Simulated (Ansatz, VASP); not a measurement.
PbSe in VASP and in Ansatz

The input INCAR:

```
PREC = Accurate
ENCUT = 520
EDIFF = 1E-6
ISMEAR = -1
SIGMA = 0.01
LREAL = False
LASPH = True
NELM = 60
ALGO = Normal
ISIF = 2
LWAVE = False
LCHARG = True
GGA = PS
LELF = True
LVHAR = True
NBANDS = 17
```

Contents of KPOINTS:

```
regular mesh
0
Gamma
  9 9 9
```

Contents of POSCAR:

```
PbSe
1.0
    0.0612430000      3.0927715000      3.0927715000
    3.0927715000      0.0612430000      3.0927715000
    3.0927715000      3.0927715000      0.0612430000
Pb Se
1 1
Direct
    0.0000000000      0.0000000000      0.0000000000
    0.5000000000      0.5000000000      0.5000000000
```

Input for Ansatz:

```yaml
crystal:
  lattice:
    - [0.061243, 3.0927715, 3.0927715]
    - [3.0927715, 0.061243, 3.0927715]
    - [3.0927715, 3.0927715, 0.061243]
  atoms:
    - { symbol: Pb, position: [0.0, 0.0, 0.0] }
    - { symbol: Se, position: [0.5, 0.5, 0.5] }
kpoints:
  mp_grid: { grid: [9, 9, 9] }
  band_path:
    path:
      - [0.0, 0.0, 0.0]
      - [0.5, 0.5, 0.5]
      - [0.2451701269, 0.5, 0.7548298731]
      - [-0.2451701269, 0.2451701269, 0.5]
      - [0.0, 0.0, 0.5]
      - [0.0, 0.0, 0.0]
      - [-0.3725850634, 0.0, 0.3725850634]
      - [0.0, 0.3725850634, 0.6274149366]
      - [0.0, 0.5, 0.5]
    npoints: 5
scf:
  occupations: { method: fermi_dirac, width: 0.01 }
hamiltonian:
  xc: pbesol
  pseudopotentials: { kind: all_electron, lapw: { basis_error: 0.00025 } }
output:
  forces: true
  stress: true
  eigenvalues: true
```

Change from the starting cell: equal xy, yz and zx shear strains of +2 %.

Alike in both runs: task single point; functional PBEsol; k mesh 9 × 9 × 9; occupations fermi-dirac, width 0.01 eV; no spin polarisation.

|  | VASP | Ansatz |
| --- | --- | --- |
| version | VASP 6.6.1 | Ansatz 0.2.0 |
| potentials or method | VASP PAW PBE potentials, release 64 (Pb_d, Se), cutoff 520 eV | all-electron LAPW, scalar-relativistic |

|  | VASP | Ansatz | Ansatz less VASP |
| --- | --- | --- | --- |
| gap on the k mesh at the Fermi level (eV) | 0.48 | 0.48 | -0.001 |
| pressure (GPa) | -0.6 | -0.6 | +0.01 |
| traceless stress, the component that is largest in VASP (GPa) | -0.37 | -0.37 | +0.001 |

VASP's potentials were made for PBE, not for PBEsol. Ansatz ran all-electron here, and VASP with PAW potentials.

Neither program's run includes spin-orbit coupling.
